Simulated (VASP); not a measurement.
# Lu (Fm-3m) in VASP: a series of runs

Lu is run at these levels: PBE, r2SCAN; tasks: single point.

All numbers are computed with VASP 6.6.1; they aren't measurements. Logs are shortened: lines on timing, memory, paths and dates and some standing lists are left out, and cuts for length are marked.

## (1) The cell of the first run

Symmetry: Fm-3m, No. 225, cubic system. Conventional cell: a = 4.915 Å, b = 4.915 Å, c = 4.915 Å, α = 90.00°, β = 90.00°, γ = 90.00°. Within 4.6 Å of Lu (site symmetry m-3m) lie 12 Lu at 3.48 Å.

## (2) Single point, PBE

INCAR reads:

```
ALGO = Normal ; EDIFF = 1E-6
ENCUT = 520 ; GGA = PE
ISIF = 2 ; ISMEAR = 0
LASPH = T ; LCHARG = T
LELF = T ; LREAL = F
LVHAR = T ; LWAVE = F
NBANDS = 18 ; NELM = 60
PREC = Accurate ; SIGMA = 0.05
```

KPOINTS reads:

```
k-points
0
Gamma
  8 8 8
```

POSCAR reads:

```
Lu
1.0
    0.0000000000      2.4573884971      2.4573884971
    2.4573884971      0.0000000000      2.4573884971
    2.4573884971      2.4573884971      0.0000000000
Lu
1
Direct
    0.0000000000      0.0000000000      0.0000000000
```

Potentials or basis: VASP PAW PBE potentials, release 64 (Lu).

The run is started by

```console
cat potpaw_PBE.64/Lu/POTCAR > POTCAR
mpirun -np 1 vasp_std > vasp.out
```

OUTCAR:

```text
EDIFF = 1E-6
   ENCUT = 520
   GGA = PE
   ISIF = 2
   ISMEAR = 0
   LASPH = T
   LREAL = F
   NELM = 60
   PREC = Accurate

 ion  position               nearest neighbor table
   1  0.000  0.000  0.000-

  LATTYP: Found a face centered cubic cell.
 ALAT       =     4.9147769942

  Lattice vectors:

 A1 = (   0.0000000000,   2.4573884971,   2.4573884971)
 A2 = (   2.4573884971,   0.0000000000,   2.4573884971)
 A3 = (   2.4573884971,   2.4573884971,   0.0000000000)

Analysis of symmetry for initial positions (statically):
=====================================================================
 Subroutine PRICEL returns:
 Original cell was already a primitive cell.

 Routine SETGRP: Setting up the symmetry group for a
 face centered cubic supercell.

 Subroutine GETGRP returns: Found 48 space group operations
 (whereof 48 operations were pure point group operations)
 out of a pool of 48 trial point group operations.

The static configuration has the point symmetry O_h .

Analysis of symmetry for dynamics (positions and initial velocities):
=====================================================================
 Subroutine PRICEL returns:
 Original cell was already a primitive cell.

 Routine SETGRP: Setting up the symmetry group for a
 face centered cubic supercell.

 Subroutine GETGRP returns: Found 48 space group operations
 (whereof 48 operations were pure point group operations)
 out of a pool of 48 trial point group operations.

The dynamic configuration has the point symmetry O_h .

 Subroutine INISYM returns: Found 48 space group operations
 (whereof 48 operations are pure point group operations),
 and found     1 'primitive' translations

----------------------------------------------------------------------------------------

                                     Primitive cell

  volume of cell :      29.6792

  direct lattice vectors                    reciprocal lattice vectors
     0.000000000  2.457388497  2.457388497    -0.203468031  0.203468031  0.203468031
     2.457388497  0.000000000  2.457388497     0.203468031 -0.203468031  0.203468031
     2.457388497  2.457388497  0.000000000     0.203468031  0.203468031 -0.203468031

  length of vectors
     3.475272141  3.475272141  3.475272141     0.352416968  0.352416968  0.352416968

  position of ions in fractional coordinates (direct lattice)
     0.000000000  0.000000000  0.000000000

  ion indices of the primitive-cell ions
   primitive index   ion index
                 1           1

----------------------------------------------------------------------------------------

 KPOINTS: k-points

Automatic generation of k-mesh.
 Grid dimensions read from file:
 generate k-points for:    8    8    8

 Generating k-lattice:

  Cartesian coordinates                     Fractional coordinates (reciprocal lattice)
    -0.025433504  0.025433504  0.025433504     0.125000000  0.000000000  0.000000000
     0.025433504 -0.025433504  0.025433504     0.000000000  0.125000000  0.000000000
     0.025433504  0.025433504 -0.025433504     0.000000000  0.000000000  0.125000000

  Length of vectors
     0.044052121  0.044052121  0.044052121

  Shift w.r.t. Gamma in fractional coordinates (k-lattice)
     0.000000000  0.000000000  0.000000000

 Subroutine IBZKPT returns following result:
 ===========================================

 Found     29 irreducible k-points:

 Following reciprocal coordinates:
            Coordinates               Weight
  0.000000  0.000000  0.000000      1.000000
  0.125000  0.000000  0.000000      8.000000
  0.250000  0.000000  0.000000      8.000000
  0.375000  0.000000  0.000000      8.000000
  0.500000  0.000000  0.000000      4.000000
  0.125000  0.125000  0.000000      6.000000
[... 16 lines left out ...]
  0.500000  0.250000  0.125000     48.000000
 -0.375000  0.250000  0.125000     24.000000
 [... further k-points ...]
   k-points           NKPTS =     29   k-points in BZ     NKDIM =     29   number of bands    NBANDS=     18
   number of dos      NEDOS =    301   number of ions     NIONS =      1
   total plane-waves  NPLWV =  21952
   dimension x,y,z NGX =    28 NGY =   28 NGZ =   28
   dimension x,y,z NGXF=    56 NGYF=   56 NGZF=   56
   ions per type =               1
   NGX,Y,Z   is equivalent  to a cutoff of  13.39, 13.39, 13.39 a.u.
   NGXF,Y,Z  is equivalent  to a cutoff of  26.79, 26.79, 26.79 a.u.
 SYSTEM =  unknown system
   PREC   = accura    normal or accurate (medium, high low for compatibility)
   ISTART =      0    job   : 0-new  1-cont  2-samecut
   ICHARG =      2    charge: 1-file 2-atom 10-const
   ISPIN  =      1    spin polarized calculation?
   LNONCOLLINEAR =      F non collinear calculations
   LSORBIT =      F    spin-orbit coupling
   LASPH  =      T    aspherical Exc in radial PAW
   ENCUT  =  520.0 eV  38.22 Ry    6.18 a.u.   6.46  6.46  6.46*2*pi/ulx,y,z
   NELM   =     60;   NELMIN=  2; NELMDL= -5     # of ELM steps
   EDIFF  = 0.1E-05   stopping-criterion for ELM
   LREAL  =      F    real-space projection
   EDIFFG = 0.1E-04   stopping-criterion for IOM
   NSW    =      0    number of steps for IOM
   IBRION =     -1    ionic relax: 0-MD 1-quasi-New 2-CG
   NFREE  =      0    steps in history (QN), initial steepest desc. (CG)
   ISIF   =      2    stress and relaxation
   ISYM   =      2    0-nonsym 1-usesym 2-fastsym
   POTIM  = 0.5000    time-step for ionic-motion
   TEBEG  =    0.0;   TEEND  =   0.0 temperature during run
   PSTRESS=    0.0 pullay stress
   NELECT =      25.0000    total number of electrons
   NUPDOWN=      -1.0000    fix difference up-down
   EMIN   =  10.00;   EMAX   =-10.00  energy-range for DOS
   EFERMI =   0.00;   METHOD = LEGACY
   ISMEAR =     0;   SIGMA  =   0.05  broadening in eV -4-tet -1-fermi 0-gaus
   EFERMI_NEDOS =   21; number of points for ismear=-14 and -15
   IALGO  =     38    algorithm
   IMIX   =      4    mixing-type and parameters
     AMIX     =   0.40;   BMIX     =  1.00
     AMIX_MAG =   1.60;   BMIX_MAG =  1.00
  volume/ion in A,a.u.               =      29.68       200.28
  Fermi-wavevector in a.u.,A,eV,Ry     =   1.546100  2.921706 32.523725  2.390426
  Thomas-Fermi vector in A             =   2.651385
   LORBIT       =      0    0 simple, 1 ext, 2 COOP (PROOUT), +10 PAW based schemes
   GGA     = PE    functional components
   LHFCALC =     F    Hartree Fock is set to
   AEXX    =    0.0000 exact exchange contribution
   IVDW    =     0    specifies the selected vdW correction
   LEPSILON=     F    determine dielectric tensor
   LRPA    =     F    only Hartree local field effects (RPA)
 non-spin polarized calculation
 Gauss-broadening in eV      SIGMA  =   0.05
  energy-cutoff  :      520.00
  volume of cell :       29.68
 maximum number of plane-waves:       821
 NGX is ok and might be reduce to    28
   NGX = 13   NGY = 13   NGZ = 13

 number of electron      24.9999998 magnetization

 Free energy of the ion-electron system (eV)
  ---------------------------------------------------
  ext. energy  EPLUGINS =         0.00000000
  ---------------------------------------------------
  free energy    TOTEN  =        -4.47622155 eV

  energy without entropy =       -4.47369065  energy(sigma->0) =       -4.47495610

 E-fermi :   2.2258     XC(G=0): -10.5706

 val. band max:        2.1834521399   @ k =   0.3750   0.2500   0.0000
 cond. band min:       2.2443085106   @ k =   0.5000   0.1250   0.0000
 fundamental gap:      0.0608563707
 Fermi energy:         2.2257660826

 k-point     1 :       0.0000    0.0000    0.0000
  band No.  band energies     occupation
      1     -54.0547      2.00000
      2     -24.4904      2.00000
      3     -24.4904      2.00000
      4     -24.4904      2.00000
      5      -3.8227      2.00000
      6      -2.8520      2.00000
[... 10 lines left out ...]
     17       6.7615      0.00000
     18      12.3820      0.00000

 k-point     2 :       0.1250    0.0000    0.0000
  band No.  band energies     occupation
      1     -54.0508      2.00000
      2     -24.5610      2.00000
      3     -24.4997      2.00000
      4     -24.4997      2.00000
      5      -3.4053      2.00000
      6      -2.8441      2.00000
[... 10 lines left out ...]
     17       6.5687      0.00000
     18      13.2394      0.00000

 k-point     3 :       0.2500    0.0000    0.0000
  band No.  band energies     occupation
      1     -54.0413      2.00000
      2     -24.7275      2.00000
      3     -24.5220      2.00000
      4     -24.5220      2.00000
      5      -2.8320      2.00000
      6      -2.8040      2.00000
[... 10 lines left out ...]
     17       6.7343      0.00000
     18      12.0923      0.00000

 k-point     4 :       0.3750    0.0000    0.0000
  band No.  band energies     occupation
      1     -54.0318      2.00000
      2     -24.8886      2.00000
      3     -24.5442      2.00000
      4     -24.5442      2.00000
      5      -2.8358      2.00000
      6      -2.8002      2.00000
[... 10 lines left out ...]
     17       7.7750      0.00000
     18      10.7762      0.00000

 k-point     5 :       0.5000    0.0000    0.0000
  band No.  band energies     occupation
      1     -54.0278      2.00000
      2     -24.9538      2.00000
      3     -24.5534      2.00000
      4     -24.5534      2.00000
      5      -2.8391      2.00000
      6      -2.8091      2.00000
[... 10 lines left out ...]
     17       8.4790      0.00000
     18      10.1177      0.00000

 k-point     6 :       0.1250    0.1250    0.0000
  band No.  band energies     occupation
      1     -54.0495      2.00000
      2     -24.5592      2.00000
      3     -24.5153      2.00000
      4     -24.5153      2.00000
      5      -3.2664      2.00000
      6      -2.8409      2.00000
[... 10 lines left out ...]
     17       6.9768      0.00000
     18      13.6427      0.00000

 k-point     7 :       0.2500    0.1250    0.0000
  band No.  band energies     occupation
      1     -54.0419      2.00000
      2     -24.6824      2.00000
      3     -24.5420      2.00000
      4     -24.5351      2.00000
      5      -2.8261      2.00000
      6      -2.8061      2.00000
[... 10 lines left out ...]
     17       7.2412      0.00000
     18      13.3571      0.00000

 k-point     8 :       0.3750    0.1250    0.0000
  band No.  band energies     occupation
      1     -54.0323      2.00000
      2     -24.8357      2.00000
      3     -24.5659      2.00000
      4     -24.5642      2.00000
      5      -2.8255      2.00000
      6      -2.7962      2.00000
[... 10 lines left out ...]
     17       8.0508      0.00000
     18      11.4789      0.00000
[... 229 lines left out ...]
     17       8.7677      0.00000
     18       9.7151      0.00000

 k-point    20 :      -0.3750    0.3750    0.0000
  band No.  band energies     occupation
      1     -54.0197      2.00000
      2     -24.8512      2.00000
      3     -24.7590      2.00000
      4     -24.6238      2.00000
      5      -2.8128      2.00000
      6      -2.8006      2.00000
[... 10 lines left out ...]
     17       8.1793      0.00000
     18      10.7756      0.00000

 k-point    21 :       0.5000    0.5000    0.0000
  band No.  band energies     occupation
      1     -54.0190      2.00000
      2     -24.9259      2.00000
      3     -24.6587      2.00000
      4     -24.6587      2.00000
      5      -2.8048      2.00000
      6      -2.7930      2.00000
[... 10 lines left out ...]
     17       8.9833      0.00000
     18      10.3910      0.00000

 k-point    22 :       0.3750    0.2500    0.1250
  band No.  band energies     occupation
      1     -54.0342      2.00000
      2     -24.7675      2.00000
      3     -24.6076      2.00000
      4     -24.5509      2.00000
      5      -2.8085      2.00000
      6      -2.8077      2.00000
[... 10 lines left out ...]
     17       8.0617      0.00000
     18      12.8127      0.00000

 k-point    23 :       0.5000    0.2500    0.1250
  band No.  band energies     occupation
      1     -54.0266      2.00000
      2     -24.8537      2.00000
      3     -24.6589      2.00000
      4     -24.5776      2.00000
      5      -2.8145      2.00000
      6      -2.8076      2.00000
[... 10 lines left out ...]
     17       8.9763      0.00000
     18      10.6503      0.00000

 k-point    24 :      -0.3750    0.2500    0.1250
  band No.  band energies     occupation
      1     -54.0234      2.00000
      2     -24.8904      2.00000
      3     -24.6752      2.00000
      4     -24.5921      2.00000
      5      -2.8154      2.00000
      6      -2.8144      2.00000
[... 10 lines left out ...]
     17       9.2696      0.00000
     18       9.4408      0.00000

 [... further k-points ...]
[... 5 lines left out ...]
  --------------------------------------------------------------------------------------
  -------------------------------------------------------------------------------------
  Total       -0.2497571     -0.2497571     -0.2497571      0.0000000      0.0000000     -0.0000000
  in kB      -13.4827045    -13.4827045    -13.4827045      0.0000000      0.0000000     -0.0000000
  external PRESSURE =     -13.4827045 kB  Pullay stress =       0.0000000 kB

 VOLUME and BASIS-vectors are now :
 -----------------------------------------------------------------------------
  energy-cutoff  :      520.00
  volume of cell :       29.68
      direct lattice vectors                 reciprocal lattice vectors
     0.000000000  2.457388497  2.457388497    -0.203468031  0.203468031  0.203468031
     2.457388497  0.000000000  2.457388497     0.203468031 -0.203468031  0.203468031
     2.457388497  2.457388497  0.000000000     0.203468031  0.203468031 -0.203468031

 POSITION                                       TOTAL-FORCE (eV/Angst)
 -----------------------------------------------------------------------------------
      0.00000      0.00000      0.00000         0.000000     -0.000000      0.000000
 -----------------------------------------------------------------------------------
    total drift:                               -0.000000     -0.000000     -0.000000

  FREE ENERGIE OF THE ION-ELECTRON SYSTEM (eV)
  ---------------------------------------------------
  free  energy   TOTEN  =        -4.4762215492 eV

  energy  without entropy=       -4.4736906500  energy(sigma->0) =       -4.47495610
```

It used 43 s of CPU time on 1 thread of AMD EPYC 7R13 Processor (Zen 3), with other jobs on the host.

What came out:

* Free energy: -4.4762 eV
* Pressure: -1.3 GPa

Levels at points of the mesh, in eV from the Fermi level:
```csv
k point,band 10,band 11,band 12,band 13,band 14,band 15
"(0.00, 0.00, 0.00)",-4.96,-4.96,-4.96,2.21,2.21,2.21
"(0.50, 0.00, 0.00)",-4.97,-4.95,-2.58,0.24,2.00,2.00
"(0.50, 0.50, 0.00)",-4.99,-4.98,-2.00,-0.79,1.80,6.27
```

Caveat: spin-orbit coupling is left out, which moves the levels of the heavy elements.

## (3) Single point, r2SCAN

This run uses another cell than the first one, of 28.46 Å³/atom, 0.959 times its volume.

POSCAR reads:

```
Lu
1.0
    0.0000000000      2.4233560926      2.4233560926
    2.4233560926      0.0000000000      2.4233560926
    2.4233560926      2.4233560926      0.0000000000
Lu
1
Direct
    0.0000000000      0.0000000000      0.0000000000
```

INCAR.step1 reads:

```
SYSTEM = Lu
PREC     = Accurate       ! precision mode
ENCUT    = 520            ! plane-wave cutoff, eV
ISMEAR   = 0              ! smearing method
SIGMA    = 0.05           ! smearing width, eV
LREAL    = .FALSE.        ! projectors in reciprocal space
LASPH    = .TRUE.         ! aspherical terms in the spheres
NELM     = 60             ! most SCF steps
NBANDS   = 18             ! bands
GGA      = PE             ! functional
ALGO     = Normal         ! electronic algorithm
EDIFF    = 1E-4           ! SCF threshold, eV
LWAVE    = .TRUE.         ! write WAVECAR
LCHARG   = .FALSE.        ! write CHGCAR
```

INCAR.step2 reads:

```
SYSTEM = Lu
PREC     = Accurate       ! precision mode
ENCUT    = 520            ! plane-wave cutoff, eV
EDIFF    = 1E-7           ! SCF threshold, eV
ISMEAR   = 0              ! smearing method
SIGMA    = 0.05           ! smearing width, eV
LREAL    = .FALSE.        ! projectors in reciprocal space
LASPH    = .TRUE.         ! aspherical terms in the spheres
NELM     = 60             ! most SCF steps
ALGO     = Normal         ! electronic algorithm
ISIF     = 2              ! what is computed and relaxed
LWAVE    = .FALSE.        ! write WAVECAR
LCHARG   = .TRUE.         ! write CHGCAR
METAGGA  = R2SCAN         ! meta-GGA
LMIXTAU  = .TRUE.       
LELF     = .TRUE.         ! ELF
LVHAR    = .TRUE.       
NBANDS   = 18             ! bands
ISTART   = 1
```

KPOINTS reads:

```
Automatic mesh
0
G
  16 16 16
  0 0 0
```

Potentials or basis: VASP PAW PBE potentials, release 64 (Lu).

The run is started by

```console
cat potpaw_PBE.64/Lu/POTCAR > POTCAR
cp INCAR.step1 INCAR
mpirun -np 1 vasp_std > vasp.out
cp INCAR.step2 INCAR
mpirun -np 1 vasp_std > vasp.out
```

It used 700 s of CPU time on 1 thread of AMD EPYC 7R13 Processor (Zen 3), with other jobs on the host.

Results (log left out):

```
Free energy : -37.9967 eV
Pressure    : 1.2 GPa
```

Levels at points of the mesh, in eV from the Fermi level:
```tsv
k point	band 9	band 10	band 11	band 12	band 13	band 14	band 15	band 16
(0.00, 0.00, 0.00)	-5.12	-5.04	-5.04	-5.04	2.55	2.55	2.55	5.12
(0.50, 0.00, 0.00)	-5.06	-5.06	-5.04	-2.65	0.22	2.31	2.31	6.93
(0.50, 0.50, 0.00)	-5.07	-5.07	-5.07	-2.13	-0.82	1.98	6.97	7.45
```

Caveat: the PAW data sets were made with another functional, which shifts forces and pressure a little; spin-orbit coupling is left out, which moves the levels of the heavy elements.
